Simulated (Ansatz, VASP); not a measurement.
**One calculation of BaTiO3, two programs**

```
Ba Ti O
1.0
     3.99404    0.00000    0.00000
     0.00000    3.99404    0.00000
     0.00000    0.00000    3.99404
Ba Ti O
1 1 3
Direct
  0.50000 0.50000 0.50000
  0.00000 0.00000 0.00000
  0.50000 0.00000 0.00000
  0.00000 0.50000 0.00000
  0.00000 0.00000 0.50000
```

Alike in both runs: functional r2SCAN; k mesh 8 × 8 × 8; occupations gaussian, width 0.02 eV; no spin polarisation.

Ansatz relaxed the structure, and its values are those at the end. VASP's run is a single point on that final structure, the one shown.

|  | VASP | Ansatz |
| --- | --- | --- |
| version | VASP 6.6.1 | Ansatz 0.2.0 |
| potentials or method | VASP PAW PBE potentials, release 64 (Ba_sv, Ti_sv, O), cutoff 520 eV | scalar-relativistic, plane waves, PAW |
| valence electrons in the cell | 40 | 40 |

|  | VASP | Ansatz | Ansatz less VASP |
| --- | --- | --- | --- |
| gap on the k mesh at the Fermi level (eV) | 2.15 | 2.17 | +0.023 |
| least direct gap on the mesh (eV) | 2.30 | 2.28 | -0.020 |
| pressure (GPa) | 2.0 | 0.0 | -1.98 |

VASP's potentials were made for PBE, not for r2SCAN. With one functional, cell and mesh, what is left measures potentials, basis and numerics.

Neither program's run includes spin-orbit coupling.
